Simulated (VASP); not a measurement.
Write the native input for VASP 6.6.1 that does the following.

```yaml
Task: single point
Functional: revPBE
Potentials_or_basis: VASP PAW PBE potentials, release 64 (Ni, Sb)
Cutoff: 520 eV
k_mesh: 8 × 8 × 6
Occupations: gaussian, width 0.05 eV
Spin: collinear spin, ferromagnetic start
Starting_moments: "[0.05, 0.05, 0.0, 0.0] μB"
Dipole_correction: no
Further_INCAR_settings: ALGO = Normal; EDIFF = 1e-07; NBANDS = 27
```

The structure of NiSb lies in POSCAR:

```
NiSb
1.0
    3.9450708277      0.0000000000      0.0000000000
   -1.9725354138      3.4165315565      0.0000000000
    0.0000000000      0.0000000000      5.1267952905
Ni Sb
2 2
Direct
    0.0000000000      0.0000000000      0.0000000000
    0.0000000000      0.0000000000      0.5000000000
    0.3333333333      0.6666666667      0.2500000000
    0.6666666667      0.3333333333      0.7500000000
```

The input as run:

INCAR

```
SYSTEM = NiSb
PREC     = Accurate       ! precision mode
ENCUT    = 520            ! plane-wave cutoff, eV
EDIFF    = 1E-7           ! SCF threshold, eV
ISMEAR   = 0              ! smearing method
SIGMA    = 0.05           ! smearing width, eV
LREAL    = .FALSE.        ! projectors in reciprocal space
LASPH    = .TRUE.         ! aspherical terms in the spheres
NELM     = 150            ! most SCF steps
ALGO     = Normal         ! electronic algorithm
ISIF     = 2              ! what is computed and relaxed
LWAVE    = .FALSE.        ! write WAVECAR
LCHARG   = .TRUE.         ! write CHGCAR
ISPIN    = 2              ! spin polarisation
MAGMOM   = 0.05 0.05 0 0  ! initial moments
LORBIT   = 11             ! projections on sites
LMAXMIX  = 4              ! l up to which the mixer works
GGA      = RE             ! functional
LELF     = .TRUE.         ! ELF
LVHAR    = .TRUE.       
NBANDS   = 27             ! bands
```

KPOINTS

```
regular mesh
0
G
  8 8 6
  0 0 0
```

Potentials or basis: VASP PAW PBE potentials, release 64 (Ni, Sb).

Run with:

```sh
$ cat potpaw_PBE.64/Ni/POTCAR potpaw_PBE.64/Sb/POTCAR > POTCAR
$ mpirun -np 1 vasp_std > vasp.out
```

Results of the run:

The pressure is 4.5 GPa and the band gap on the k mesh is zero (filled and empty bands overlap). The net moment is 0.00 μB per cell and the valence electrons inside the program's atomic spheres are Ni 9.38; Sb 2.42.

Caveat: the PAW data sets were made with another functional, which shifts forces and pressure a little; spin-orbit coupling is left out, which moves the levels of the heavy elements.

Wall time 4 min on 1 thread of AMD EPYC 9755 128-Core Processor, with other jobs on the host, peak memory 0.25 GiB.
